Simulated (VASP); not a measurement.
Crystal: TiS2.

```
Ti S
1.0
     3.41060    0.00000    0.00000
    -1.70530    2.95367    0.00000
     0.00000    0.00000    5.73872
Ti S
1 2
Direct
  0.00000 0.00000 0.00000
  0.33333 0.66667 0.24491
  0.66667 0.33333 0.75509
```

Base run:

```yaml
Program: VASP 6.6.1
Functional: PBE
Potentials_or_basis: VASP PAW PBE potentials, release 64 (Ti_sv, S)
Cutoff: 500 eV
k_mesh: 12 × 12 × 4
Occupations: fermi-dirac, width 0.02 eV
Spin: no spin polarisation
```

Its results: band gap on the k mesh zero (band 12 reaches 5.39 eV, above the bottom of band 13 at 5.31 eV); pressure 1.5 GPa; largest force 0.111 eV/Å.

**Question.** The run is repeated on the same cell with these changes: functional from PBE to r2SCAN; cutoff from 500 eV to 550 eV. What comes out?

**Answer.** Band gap on the k mesh 0.16 eV, indirect (least direct gap 0.64 eV); pressure 1.1 GPa; largest force 0.030 eV/Å.

r2SCAN gives the wider gap, since meta-GGAs in the generalised Kohn-Sham scheme recover part of the derivative discontinuity.

Caveats: this functional lacks dispersion, which binds the layers, so the pressure and a relaxed spacing across them are unreliable (some runs); the PAW data sets were made with another functional, which shifts forces and pressure a little (some runs).

A k mesh can miss the band edges.
